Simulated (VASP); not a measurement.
# Bi in VASP: notebook, part 2 of 3

VASP 6.6.1. Earlier steps stand in the parts before.

## 4. Single point, PBE

Input file INCAR:

```
PREC = Accurate
ENCUT = 520
EDIFF = 1E-6
ISMEAR = 1
SIGMA = 0.1
LREAL = False
LASPH = True
NELM = 100
ALGO = Normal
ISIF = 2
LWAVE = False
LCHARG = True
GGA = PE
LELF = True
LVHAR = True
NBANDS = 22
```

Input file KPOINTS:

```
regular mesh
0
Gamma
  6 6 6
```

Input file POSCAR:

```
Bi
1.0
    2.2675000000      1.3091417354      3.9380000000
   -2.2675000000      1.3091417354      3.9380000000
    0.0000000000     -2.6182834708      3.9380000000
Bi
2
Direct
    0.7660000000      0.7660000000      0.7660000000
    0.2340000000      0.2340000000      0.2340000000
```

Potentials or basis: VASP PAW PBE potentials, release 64 (Bi_d).

Launch:

```
$ cat potpaw_PBE.64/Bi_d/POTCAR > POTCAR
$ mpirun -np 1 vasp_std > vasp.out
```

OUTCAR:

```text
PREC = Accurate
   ENCUT = 520
   EDIFF = 1E-6
   ISMEAR = 1
   LREAL = False
   LASPH = True
   NELM = 100
   ISIF = 2
   GGA = PE

 ion  position               nearest neighbor table
   1  0.766  0.766  0.766-   2 3.06   2 3.06   2 3.06   2 3.52   2 3.52   2 3.52
   2  0.234  0.234  0.234-   1 3.06   1 3.06   1 3.06   1 3.52   1 3.52   1 3.52

  LATTYP: Found a trigonal (rhomboedric) cell.
 ALAT       =     4.7289800521
 COS(alpha) =     0.5401781303

  Lattice vectors:

 A1 = (   2.2675000000,   1.3091417354,   3.9380000000)
 A2 = (  -2.2675000000,   1.3091417354,   3.9380000000)
 A3 = (   0.0000000000,  -2.6182834708,   3.9380000000)

Analysis of symmetry for initial positions (statically):
=====================================================================
 Subroutine PRICEL returns:
 Original cell was already a primitive cell.

 Routine SETGRP: Setting up the symmetry group for a
 trigonal (rhombohedral) supercell.

 Subroutine GETGRP returns: Found 12 space group operations
 (whereof 12 operations were pure point group operations)
 out of a pool of 12 trial point group operations.

The static configuration has the point symmetry D_3d.

Analysis of symmetry for dynamics (positions and initial velocities):
=====================================================================
 Subroutine PRICEL returns:
 Original cell was already a primitive cell.

 Routine SETGRP: Setting up the symmetry group for a
 trigonal (rhombohedral) supercell.

 Subroutine GETGRP returns: Found 12 space group operations
 (whereof 12 operations were pure point group operations)
 out of a pool of 12 trial point group operations.

The dynamic configuration has the point symmetry D_3d.

 Subroutine INISYM returns: Found 12 space group operations
 (whereof 12 operations are pure point group operations),
 and found     1 'primitive' translations

----------------------------------------------------------------------------------------

                                     Primitive cell

  volume of cell :      70.1392

  direct lattice vectors                    reciprocal lattice vectors
     2.267500000  1.309141735  3.938000000     0.220507166  0.127309872  0.084645336
    -2.267500000  1.309141735  3.938000000    -0.220507166  0.127309872  0.084645336
     0.000000000 -2.618283471  3.938000000     0.000000000 -0.254619744  0.084645336

  length of vectors
     4.728980052  4.728980052  4.728980052     0.268320791  0.268320791  0.268320791

  position of ions in fractional coordinates (direct lattice)
     0.766000000  0.766000000  0.766000000
     0.234000000  0.234000000  0.234000000

  ion indices of the primitive-cell ions
   primitive index   ion index
                 1           1
                 2           2

----------------------------------------------------------------------------------------

 KPOINTS: regular mesh

Automatic generation of k-mesh.
 Grid dimensions read from file:
 generate k-points for:    6    6    6

 Generating k-lattice:

  Cartesian coordinates                     Fractional coordinates (reciprocal lattice)
     0.036751194  0.021218312  0.014107556     0.166666667 -0.000000000  0.000000000
    -0.036751194  0.021218312  0.014107556    -0.000000000  0.166666667  0.000000000
     0.000000000 -0.042436624  0.014107556     0.000000000  0.000000000  0.166666667

  Length of vectors
     0.044720132  0.044720132  0.044720132

  Shift w.r.t. Gamma in fractional coordinates (k-lattice)
     0.000000000  0.000000000  0.000000000

 Subroutine IBZKPT returns following result:
 ===========================================

 Found     32 irreducible k-points:

 Following reciprocal coordinates:
            Coordinates               Weight
  0.000000  0.000000  0.000000      1.000000
  0.166667  0.000000 -0.000000      6.000000
  0.333333  0.000000  0.000000      6.000000
  0.500000  0.000000  0.000000      3.000000
  0.166667  0.166667 -0.000000      6.000000
  0.333333  0.166667  0.000000     12.000000
[... 16 lines left out ...]
  0.500000  0.500000  0.166667      6.000000
 -0.333333  0.500000  0.166667     12.000000
 [... further k-points ...]
   k-points           NKPTS =     32   k-points in BZ     NKDIM =     32   number of bands    NBANDS=     22
   number of dos      NEDOS =    301   number of ions     NIONS =      2
   total plane-waves  NPLWV =  46656
   dimension x,y,z NGX =    36 NGY =   36 NGZ =   36
   dimension x,y,z NGXF=    72 NGYF=   72 NGZF=   72
   ions per type =               2
   NGX,Y,Z   is equivalent  to a cutoff of  12.66, 12.66, 12.66 a.u.
   NGXF,Y,Z  is equivalent  to a cutoff of  25.31, 25.31, 25.31 a.u.
 SYSTEM =  unknown system
   PREC   = accura    normal or accurate (medium, high low for compatibility)
   ISTART =      0    job   : 0-new  1-cont  2-samecut
   ICHARG =      2    charge: 1-file 2-atom 10-const
   ISPIN  =      1    spin polarized calculation?
   LNONCOLLINEAR =      F non collinear calculations
   LSORBIT =      F    spin-orbit coupling
   LASPH  =      T    aspherical Exc in radial PAW
   ENCUT  =  520.0 eV  38.22 Ry    6.18 a.u.   8.79  8.79  8.79*2*pi/ulx,y,z
   NELM   =    100;   NELMIN=  2; NELMDL= -5     # of ELM steps
   EDIFF  = 0.1E-05   stopping-criterion for ELM
   LREAL  =      F    real-space projection
   EDIFFG = 0.1E-04   stopping-criterion for IOM
   NSW    =      0    number of steps for IOM
   IBRION =     -1    ionic relax: 0-MD 1-quasi-New 2-CG
   NFREE  =      0    steps in history (QN), initial steepest desc. (CG)
   ISIF   =      2    stress and relaxation
   ISYM   =      2    0-nonsym 1-usesym 2-fastsym
   POTIM  = 0.5000    time-step for ionic-motion
   TEBEG  =    0.0;   TEEND  =   0.0 temperature during run
   PSTRESS=    0.0 pullay stress
   NELECT =      30.0000    total number of electrons
   NUPDOWN=      -1.0000    fix difference up-down
   EMIN   =  10.00;   EMAX   =-10.00  energy-range for DOS
   EFERMI =   0.00;   METHOD = LEGACY
   ISMEAR =     1;   SIGMA  =   0.10  broadening in eV -4-tet -1-fermi 0-gaus
   EFERMI_NEDOS =   21; number of points for ismear=-14 and -15
   IALGO  =     38    algorithm
   IMIX   =      4    mixing-type and parameters
     AMIX     =   0.40;   BMIX     =  1.00
     AMIX_MAG =   1.60;   BMIX_MAG =  1.00
  volume/ion in A,a.u.               =      35.07       236.66
  Fermi-wavevector in a.u.,A,eV,Ry     =   1.233469  2.330919 20.700530  1.521446
  Thomas-Fermi vector in A             =   2.368198
   LORBIT       =      0    0 simple, 1 ext, 2 COOP (PROOUT), +10 PAW based schemes
   GGA     = PE    functional components
   LHFCALC =     F    Hartree Fock is set to
   AEXX    =    0.0000 exact exchange contribution
   IVDW    =     0    specifies the selected vdW correction
   LEPSILON=     F    determine dielectric tensor
   LRPA    =     F    only Hartree local field effects (RPA)
 non-spin polarized calculation
 Methfessel and Paxton  Order N= 1 SIGMA  =   0.10
  energy-cutoff  :      520.00
  volume of cell :       70.14
 maximum number of plane-waves:      1934
   NGX = 17   NGY = 17   NGZ = 17

 number of electron      30.0000004 magnetization

 Free energy of the ion-electron system (eV)
  ---------------------------------------------------
  ext. energy  EPLUGINS =         0.00000000
  ---------------------------------------------------
  free energy    TOTEN  =        -7.77421733 eV

  energy without entropy =       -7.77367745  energy(sigma->0) =       -7.77403737

 E-fermi :   6.2745     XC(G=0):  -9.5463

 val. band max:        6.2656356731   @ k =  -0.3333   0.5000   0.3333
 cond. band min:       6.9018342057   @ k =   0.3333   0.1667   0.1667
 fundamental gap:      0.6361985326
 Fermi energy:         6.2744502259

 k-point     1 :       0.0000    0.0000    0.0000
  band No.  band energies     occupation
      1     -16.5617      2.00000
      2     -16.5617      2.00000
      3     -16.4094      2.00000
      4     -16.4094      2.00000
      5     -16.3925      2.00000
      6     -16.2224      2.00000
[... 14 lines left out ...]
     21      12.1624      0.00000
     22      12.4941      0.00000
[... 552 lines left out ...]
  band No.  band energies     occupation
      1     -16.5201      2.00000
      2     -16.4258      2.00000
      3     -16.3927      2.00000
      4     -16.3428      2.00000
      5     -16.3062      2.00000
      6     -16.2947      2.00000
[... 14 lines left out ...]
     21      16.3409      0.00000
     22      16.7049      0.00000

 [... further k-points ...]

------------------------ aborting loop because EDIFF is reached ----------------------------------------

  FORCE on cell =-STRESS in cart. coord.  units (eV):
  Direction    XX          YY          ZZ          XY          YZ          ZX
  --------------------------------------------------------------------------------------
  -------------------------------------------------------------------------------------
  Total        0.8991549      0.8991549      0.9618679      0.0000000     -0.0000000      0.0000000
  in kB       20.5392295     20.5392295     21.9717715      0.0000000     -0.0000000      0.0000000
  external PRESSURE =      21.0167435 kB  Pullay stress =       0.0000000 kB

 VOLUME and BASIS-vectors are now :
 -----------------------------------------------------------------------------
  energy-cutoff  :      520.00
  volume of cell :       70.14
      direct lattice vectors                 reciprocal lattice vectors
     2.267500000  1.309141735  3.938000000     0.220507166  0.127309872  0.084645336
    -2.267500000  1.309141735  3.938000000    -0.220507166  0.127309872  0.084645336
     0.000000000 -2.618283471  3.938000000     0.000000000 -0.254619744  0.084645336

 POSITION                                       TOTAL-FORCE (eV/Angst)
 -----------------------------------------------------------------------------------
      0.00000      0.00000      9.04952         0.000000      0.000000     -0.127151
      0.00000      0.00000      2.76448         0.000000     -0.000000      0.127151
 -----------------------------------------------------------------------------------
    total drift:                               -0.000000      0.000000     -0.000000

  FREE ENERGIE OF THE ION-ELECTRON SYSTEM (eV)
  ---------------------------------------------------
  free  energy   TOTEN  =        -7.7742173328 eV

  energy  without entropy=       -7.7736774466  energy(sigma->0) =       -7.77403737
```

OSZICAR:

```text
N       E                     dE             d eps       ncg     rms          rms(c)
DAV:   1     0.305731695609E+03    0.30573E+03   -0.16268E+04  1408   0.164E+03
DAV:   2     0.182974023618E+02   -0.28743E+03   -0.27972E+03  1432   0.431E+02
DAV:   3    -0.688563686600E+01   -0.25183E+02   -0.24904E+02  1696   0.143E+02
DAV:   4    -0.774143322226E+01   -0.85580E+00   -0.85545E+00  1730   0.289E+01
DAV:   5    -0.777762087279E+01   -0.36188E-01   -0.36187E-01  2028   0.537E+00    0.105E+00
DAV:   6    -0.777433321174E+01    0.32877E-02   -0.16543E-02  1818   0.136E+00    0.632E-01
DAV:   7    -0.777396801215E+01    0.36520E-03   -0.11838E-02  1720   0.120E+00    0.111E-01
DAV:   8    -0.777419530019E+01   -0.22729E-03   -0.16186E-03  1644   0.419E-01    0.242E-02
DAV:   9    -0.777421838443E+01   -0.23084E-04   -0.67908E-05  1992   0.626E-02    0.115E-02
DAV:  10    -0.777421686267E+01    0.15218E-05   -0.84137E-06  1552   0.273E-02    0.193E-03
DAV:  11    -0.777421733283E+01   -0.47016E-06   -0.57713E-07  1266   0.644E-03
   1 F= -.77742173E+01 E0= -.77740374E+01  d E =-.539886E-03
```

Wall time 23 s (1 thread of Intel Xeon Platinum 8488C (Sapphire Rapids), shared host); peak memory 0.21 GiB.

Results:

- Free energy: -7.7742 eV
- Pressure: 2.1 GPa
- Largest force: 0.127 eV/Å
- Band gap on the k mesh: zero (band 15 reaches 6.27 eV, above the bottom of band 16 at 6.12 eV)

Forces in eV/Å, atoms in the order of the input:
```
Bi   0.000  0.000 -0.127
Bi   0.000  0.000  0.127
```

Stress tensor (GPa, compression positive):
```
2.05 0.00 0.00
0.00 2.05 0.00
0.00 0.00 2.20
```

Caveat: spin-orbit coupling is left out, which moves the levels of the heavy elements.

## 5. Single point, PBE

Input file INCAR:

```
SYSTEM = Bi
ALGO = Normal
EDIFF = 1E-6
ENCUT = 520
GGA = PE
ISIF = 2
ISMEAR = 1
LASPH = .TRUE.
LCHARG = .FALSE.
LREAL = .FALSE.
LWAVE = .FALSE.
NBANDS = 22
NELM = 80
PREC = Accurate
SIGMA = 0.1
```

Input file KPOINTS:

```
k-points
0
G
  6 6 6
  0 0 0
```

POSCAR is that of step 4.

Potentials or basis: VASP PAW PBE potentials, release 64 (Bi_d).

Launch:

```
$ cat potpaw_PBE.64/Bi_d/POTCAR > POTCAR
$ mpirun -np 1 vasp_std > vasp.out
```

OUTCAR:

```text
SYSTEM = Bi
   EDIFF = 1E-6
   ENCUT = 520
   GGA = PE
   ISIF = 2
   ISMEAR = 1
   LASPH = .TRUE.
   LREAL = .FALSE.
   NELM = 80
   PREC = Accurate

 ion  position               nearest neighbor table
   1  0.766  0.766  0.766-   2 3.06   2 3.06   2 3.06   2 3.52   2 3.52   2 3.52
   2  0.234  0.234  0.234-   1 3.06   1 3.06   1 3.06   1 3.52   1 3.52   1 3.52

  LATTYP: Found a trigonal (rhomboedric) cell.
 ALAT       =     4.7289800521
 COS(alpha) =     0.5401781303

  Lattice vectors:

 A1 = (   2.2675000000,   1.3091417354,   3.9380000000)
 A2 = (  -2.2675000000,   1.3091417354,   3.9380000000)
 A3 = (   0.0000000000,  -2.6182834708,   3.9380000000)

Analysis of symmetry for initial positions (statically):
=====================================================================
 Subroutine PRICEL returns:
 Original cell was already a primitive cell.

 Routine SETGRP: Setting up the symmetry group for a
 trigonal (rhombohedral) supercell.

 Subroutine GETGRP returns: Found 12 space group operations
 (whereof 12 operations were pure point group operations)
 out of a pool of 12 trial point group operations.

The static configuration has the point symmetry D_3d.

Analysis of symmetry for dynamics (positions and initial velocities):
=====================================================================
 Subroutine PRICEL returns:
 Original cell was already a primitive cell.

 Routine SETGRP: Setting up the symmetry group for a
 trigonal (rhombohedral) supercell.

 Subroutine GETGRP returns: Found 12 space group operations
 (whereof 12 operations were pure point group operations)
 out of a pool of 12 trial point group operations.

The dynamic configuration has the point symmetry D_3d.

 Subroutine INISYM returns: Found 12 space group operations
[... 109 lines left out ...]
   NUPDOWN=      -1.0000    fix difference up-down
   EMIN   =  10.00;   EMAX   =-10.00  energy-range for DOS
   EFERMI =   0.00;   METHOD = LEGACY
   ISMEAR =     1;   SIGMA  =   0.10  broadening in eV -4-tet -1-fermi 0-gaus
   EFERMI_NEDOS =   21; number of points for ismear=-14 and -15
   IALGO  =     38    algorithm
   IMIX   =      4    mixing-type and parameters
     AMIX     =   0.40;   BMIX     =  1.00
     AMIX_MAG =   1.60;   BMIX_MAG =  1.00
  volume/ion in A,a.u.               =      35.07       236.66
  Fermi-wavevector in a.u.,A,eV,Ry     =   1.233469  2.330919 20.700530  1.521446
  Thomas-Fermi vector in A             =   2.368198
   LORBIT       =      0    0 simple, 1 ext, 2 COOP (PROOUT), +10 PAW based schemes
   GGA     = PE    functional components
   LHFCALC =     F    Hartree Fock is set to
   AEXX    =    0.0000 exact exchange contribution
   IVDW    =     0    specifies the selected vdW correction
   LEPSILON=     F    determine dielectric tensor
   LRPA    =     F    only Hartree local field effects (RPA)
 non-spin polarized calculation
 Methfessel and Paxton  Order N= 1 SIGMA  =   0.10
  energy-cutoff  :      520.00
  volume of cell :       70.14
 maximum number of plane-waves:      1934
   NGX = 17   NGY = 17   NGZ = 17

 number of electron      30.0000004 magnetization

 Free energy of the ion-electron system (eV)
  ---------------------------------------------------
  ext. energy  EPLUGINS =         0.00000000
  ---------------------------------------------------
  free energy    TOTEN  =        -7.77421733 eV

  energy without entropy =       -7.77367745  energy(sigma->0) =       -7.77403737

 E-fermi :   6.2745     XC(G=0):  -9.5463

 val. band max:        6.2656356731   @ k =  -0.3333   0.5000   0.3333
 cond. band min:       6.9018342057   @ k =   0.3333   0.1667   0.1667
 fundamental gap:      0.6361985326
 Fermi energy:         6.2744502259

 k-point     1 :       0.0000    0.0000    0.0000
  band No.  band energies     occupation
      1     -16.5617      2.00000
      2     -16.5617      2.00000
      3     -16.4094      2.00000
      4     -16.4094      2.00000
      5     -16.3925      2.00000
      6     -16.2224      2.00000
[... 589 lines left out ...]
     21      16.3409      0.00000
     22      16.7049      0.00000

 [... further k-points ...]

------------------------ aborting loop because EDIFF is reached ----------------------------------------

  FORCE on cell =-STRESS in cart. coord.  units (eV):
  Direction    XX          YY          ZZ          XY          YZ          ZX
  --------------------------------------------------------------------------------------
  -------------------------------------------------------------------------------------
  Total        0.8991549      0.8991549      0.9618679      0.0000000     -0.0000000      0.0000000
  in kB       20.5392295     20.5392295     21.9717715      0.0000000     -0.0000000      0.0000000
  external PRESSURE =      21.0167435 kB  Pullay stress =       0.0000000 kB

 VOLUME and BASIS-vectors are now :
 -----------------------------------------------------------------------------
  energy-cutoff  :      520.00
  volume of cell :       70.14
      direct lattice vectors                 reciprocal lattice vectors
     2.267500000  1.309141735  3.938000000     0.220507166  0.127309872  0.084645336
    -2.267500000  1.309141735  3.938000000    -0.220507166  0.127309872  0.084645336
     0.000000000 -2.618283471  3.938000000     0.000000000 -0.254619744  0.084645336

 POSITION                                       TOTAL-FORCE (eV/Angst)
 -----------------------------------------------------------------------------------
      0.00000      0.00000      9.04952         0.000000      0.000000     -0.127151
      0.00000      0.00000      2.76448         0.000000     -0.000000      0.127151
 -----------------------------------------------------------------------------------
    total drift:                               -0.000000      0.000000     -0.000000

  FREE ENERGIE OF THE ION-ELECTRON SYSTEM (eV)
  ---------------------------------------------------
  free  energy   TOTEN  =        -7.7742173328 eV

  energy  without entropy=       -7.7736774466  energy(sigma->0) =       -7.77403737
```

stdout:

```text
POSCAR found type information on POSCAR Bi
 POSCAR found :  1 types and       2 ions
 scaLAPACK will be used
 LDA part: xc-table for (Slater+PW92), standard interpolation
 POSCAR, INCAR and KPOINTS ok, starting setup
 FFT: planning ... GRIDC
 FFT: planning ... GRID_SOFT
 FFT: planning ... GRID
 WAVECAR not read
 entering main loop
```

Run time: 30 s. Hardware: 1 thread of Intel Xeon Platinum 8488C (Sapphire Rapids), shared host; peak memory 0.21 GiB.

Results:

```
Free energy            : -7.7742 eV
Pressure               : 2.1 GPa
Largest force          : 0.127 eV/Å
Band gap on the k mesh : zero (band 15 reaches 6.27 eV, above the bottom of band 16 at 6.12 eV)
```

Forces on the atoms (eV/Å):
```
Bi   0.000  0.000 -0.127
Bi   0.000  0.000  0.127
```

Caveat: spin-orbit coupling is left out, which moves the levels of the heavy elements.

(Part 2 of 3 ends here.)
